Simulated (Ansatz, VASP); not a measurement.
C in VASP and in Ansatz

```xyz
2
Lattice="0.0000 1.7801 1.7801 1.7801 0.0000 1.7801 1.7801 1.7801 0.0000" Properties=species:S:1:pos:R:3 pbc="T T T"
C     0.0000    0.0000    0.0000
C     0.8900    0.8900    0.8900
```

Alike in both runs: task single point; functional r2SCAN; k mesh 12 × 12 × 12; occupations gaussian, width 0.02 eV; no spin polarisation.

```csv
,VASP,Ansatz
version,VASP 6.6.1,Ansatz 0.2.0
potentials or method,"VASP PAW PBE potentials, release 64 (C), cutoff 520 eV","scalar-relativistic, plane waves, PAW"
valence electrons in the cell,8,8
```

VASP gave:

```
gap on the k mesh at the Fermi level (eV) : 4.36
least direct gap on the mesh (eV)         : 5.85
pressure (GPa)                            : 1.2
```

Problem. Estimate Ansatz's values.

Solution. gap on the k mesh at the Fermi level (eV): 4.39; least direct gap on the mesh (eV): 5.90; pressure (GPa): 0.0.

VASP's potentials were made for PBE, not for r2SCAN. With one functional, cell and mesh, what is left measures potentials, basis and numerics.
